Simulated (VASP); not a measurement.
Here is a VASP 6.6.1 calculation.

File INCAR:

```
ALGO     = Normal         # electronic algorithm
EDIFF    = 1E-6           # SCF threshold, eV
ENCUT    = 520            # plane-wave cutoff, eV
GGA      = PE             # functional
ISIF     = 2              # what is computed and relaxed
ISMEAR   = -1             # smearing method
IVDW     = 12             # dispersion correction
LASPH    = T              # aspherical terms in the spheres
LCHARG   = T              # write CHGCAR
LELF     = T              # ELF
LREAL    = F              # projectors in reciprocal space
LVHAR    = T            
LWAVE    = F              # write WAVECAR
NBANDS   = 10             # bands
NELM     = 60             # most SCF steps
PREC     = Accurate       # precision mode
SIGMA    = 0.1            # smearing width, eV
```

The input KPOINTS:

```
k-points
0
Gamma
  13 13 13
```

POSCAR

```
Ir
1.0
    0.0000000000      1.9653779541      1.9653779541
    1.9653779541      0.0000000000      1.9653779541
    1.9653779541      1.9653779541      0.0000000000
Ir
1
Direct
    0.0000000000      0.0000000000      0.0000000000
```

Potentials or basis: VASP PAW PBE potentials, release 64 (Ir).

Run with:

```bash
$ cat potpaw_PBE.64/Ir/POTCAR > POTCAR
$ mpirun -np 1 vasp_std > vasp.out
```

Task: Predict the pressure.

Result: -21.0 GPa.

Task: What does it give for the dispersion energy per atom?

Result: -0.683 eV.

Caveat: pairwise dispersion overbinds metals, which lowers pressure and volume.
